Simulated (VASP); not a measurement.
Wanted: the native input for a VASP 6.6.1 run.

* Task: single point
* Functional: PBE
* Potentials or basis: VASP PAW PBE potentials, release 64 (Sn_d)
* Cutoff: 520 eV
* k mesh: 7 × 7 × 7
* Occupations: fermi-dirac, width 0.3 eV
* Spin: no spin polarisation
* Dipole correction: no
* Further INCAR settings: ALGO = Normal; EDIFF = 1e-06; NBANDS = 21

The structure of Sn lies in POSCAR:

```
Sn
1.0
    0.0000000000      3.3393601119      3.3393601119
    3.3393601119      0.0000000000      3.3393601119
    3.3393601119      3.3393601119      0.0000000000
Sn
2
Direct
    0.0000000000      0.0000000000      0.0000000000
    0.2500000000      0.2500000000      0.2500000000
```

The input as run:

INCAR

```
  ALGO = Normal
  EDIFF = 1E-6
  ENCUT = 520
  GGA = PE
  ISIF = 2
  ISMEAR = -1
  LASPH = True
  LCHARG = False
  LREAL = False
  LWAVE = False
  NBANDS = 21
  NELM = 100
  PREC = Accurate
  SIGMA = 0.3
```

KPOINTS

```
k-points
0
Gamma
  7 7 7
```

Potentials or basis: VASP PAW PBE potentials, release 64 (Sn_d).

Launch:

```console
$ cat potpaw_PBE.64/Sn_d/POTCAR > POTCAR
$ mpirun -np 1 vasp_std > vasp.out
```

Results of the run:

The pressure is 0.0 GPa and the band gap on the k mesh is zero (band 14 reaches 4.85 eV, above the bottom of band 15 at 4.63 eV).

Caveat: spin-orbit coupling is left out, which moves the levels of the heavy elements.

Wall time 20 s on 1 thread of Intel Xeon 6975P-C, on a shared host, peak memory 0.2 GiB.
